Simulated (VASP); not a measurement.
Here is a VASP 6.6.1 calculation.

POSCAR

```
Na
1.0
    3.8186101642      0.0000000000      0.0000000000
   -1.9093050821      3.3070134093      0.0000000000
    0.0000000000      0.0000000000      5.9887793729
Na
2
Direct
    0.3333333333      0.6666666667      0.2500000000
    0.6666666667      0.3333333333      0.7500000000
```

INCAR.step1

```
SYSTEM = Na
  PREC = Accurate
  ENCUT = 520
  ISMEAR = 0
  SIGMA = 0.15
  LREAL = .False.
  LASPH = .True.
  NELM = 100
  NBANDS = 14
  GGA = PE
  ALGO = Normal
  EDIFF = 1E-4
  LWAVE = .True.
  LCHARG = .False.
```

INCAR.step2

```
SYSTEM = Na
  PREC = Accurate
  ENCUT = 520
  EDIFF = 1E-7
  ISMEAR = 0
  SIGMA = 0.15
  LREAL = .False.
  LASPH = .True.
  NELM = 100
  ALGO = Normal
  ISIF = 2
  LWAVE = .False.
  LCHARG = .False.
  METAGGA = R2SCAN
  LMIXTAU = .True.
  NBANDS = 14
  ISTART = 1
```

The input KPOINTS:

```
regular mesh
0
Gamma
  18 18 10
  0 0 0
```

Potentials or basis: VASP PAW PBE potentials, release 64 (Na_pv).

Run with:

```sh
$ cat potpaw_PBE.64/Na_pv/POTCAR > POTCAR
$ cp INCAR.step1 INCAR
$ mpirun -np 1 vasp_std > vasp.out
$ cp INCAR.step2 INCAR
$ mpirun -np 1 vasp_std > vasp.out
```

**Question.** What does it give for the pressure?

**Answer.** 0.0 GPa.

**Question.** What does it give for the band gap on the k mesh?

**Answer.** Zero (bands 7 and 8 overlap by 4.37 eV).

Stress tensor (GPa, compression positive):
```
-0.14  0.00  0.00
 0.00 -0.14  0.00
 0.00  0.00  0.27
```

Caveat: the PAW data sets were made with another functional, which shifts forces and pressure a little.
